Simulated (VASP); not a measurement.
Re: single point with PBE

Crystal: Re.

```
Re
1.0
     0.00000    1.95772    2.11924
     1.74237    0.00000    2.11924
     1.74237    1.95772    0.00000
Re
1
Direct
  0.00000 0.00000 0.00000
```

This cell differs from its parent crystal: normal strain along x -0.1100, normal strain along z +0.0825.

| Property | Result |
| --- | --- |
| Program | VASP 6.6.1 |
| Task | single point |
| Functional | PBE |
| Potentials or basis | VASP PAW PBE potentials, release 64 (Re) |
| Cutoff | 520 eV |
| k mesh | 10 × 10 × 10 |
| Occupations | gaussian, width 0.15 eV |
| Spin | no spin polarisation |

The pressure is 17.2 GPa.

Stress tensor (GPa, compression positive):
```
34.65  0.00  0.00
 0.00 22.33  0.00
 0.00  0.00 -5.34
```

Levels at points of the mesh, in eV from the Fermi level:
```
           k point  band 1  band 2  band 3  band 4  band 5  band 6  band 7  band 8
(0.00, 0.00, 0.00)  -10.45   -3.31   -1.93   -0.78   -0.51    2.35   14.27   16.66
(0.50, 0.00, 0.00)   -7.19   -3.62   -0.85    0.14    2.90    4.45   10.37   12.90
(0.50, 0.50, 0.00)   -7.27   -6.02    0.89    3.55    3.72    4.81   10.96   13.00
(0.50, 0.00, 0.50)   -7.21   -5.85    2.45    2.73    2.84    5.77   11.26   13.22
(0.00, 0.50, 0.50)   -7.11   -6.49    3.60    3.61    5.13    5.30   10.03   11.15
```

Wall time 15 s on 1 thread of Intel(R) Xeon(R) Platinum 8488C (Sapphire Rapids), with other jobs on the host, peak memory 0.14 GiB.

Caveat: the cell differs from its parent crystal (normal strain along x -0.1100, normal strain along z +0.0825); spin-orbit coupling is left out, which moves the levels of the heavy elements.
